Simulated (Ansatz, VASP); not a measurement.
Sb3Se in VASP and in Ansatz

```xyz
8
Lattice="6.7427 0.0000 0.0000 -3.3714 5.8394 0.0000 0.0000 0.0000 5.4309" Properties=species:S:1:pos:R:3 pbc="T T T"
Sb    1.5571    0.8990    4.0732
Sb    5.1857    0.8990    4.0732
Sb    3.3714    4.0414    4.0732
Sb    1.8143    4.9404    1.3577
Sb   -1.8143    4.9404    1.3577
Sb    0.0000    1.7980    1.3577
Se    3.3714    1.9465    1.3577
Se    0.0000    3.8929    4.0732
```

Change from the starting cell: species swapped into the DyY3 type (P6_3/mmc, No. 194).

Alike in both runs: functional PBE; k mesh 6 × 6 × 8; occupations gaussian, width 0.1 eV; no spin polarisation.

Ansatz relaxed the structure, and its values are those at the end. VASP's run is a single point on that final structure, the one shown.

```csv
,VASP,Ansatz
version,VASP 6.6.1,Ansatz 0.2.0
potentials or method,"VASP PAW PBE potentials, release 64 (Sb, Se), cutoff 520 eV","scalar-relativistic, plane waves, PAW"
valence electrons in the cell,42,122
```

```csv
,VASP,Ansatz,Ansatz less VASP
gap on the k mesh at the Fermi level (eV),none,none,-
pressure (GPa),-0.1,0.0,+0.09
rms of the force components (eV/Å),0.004,0.001,-0.0038
```

A gap of «none» marks a metal or a gap that the smearing closes. With one functional, cell and mesh, what is left measures potentials, basis and numerics. VASP's potentials hold 42 valence electrons a cell and Ansatz's 122, so a difference there can come from the potentials and not from the codes.

Spin-orbit coupling is off throughout.
